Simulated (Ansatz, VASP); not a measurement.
Zn in VASP and in Ansatz

```
CELL_PARAMETERS angstrom
0.55875 2.27974 2.27974
2.27974 0.55875 2.27974
2.27974 2.27974 0.55875
ATOMIC_POSITIONS crystal
Zn 0.00000 0.00000 0.00000
```

Alike in both runs: task single point; functional PBE; k mesh 22 × 22 × 22; occupations gaussian, width 0.15 eV; no spin polarisation.

```csv
,VASP,Ansatz
version,VASP 6.6.1,Ansatz 0.2.0
potentials or method,"VASP PAW PBE potentials, release 64 (Zn), cutoff 520 eV","scalar-relativistic, plane waves, PAW"
valence electrons in the cell,12,12
```

|  | VASP | Ansatz | Ansatz less VASP |
| --- | --- | --- | --- |
| gap on the k mesh at the Fermi level (eV) | none | none | - |
| pressure (GPa) | 13.5 | 13.0 | -0.52 |
| traceless stress, the component that is largest in VASP (GPa) | -7.67 | -7.43 | +0.240 |

A gap of «none» marks a metal or a gap that the smearing closes.
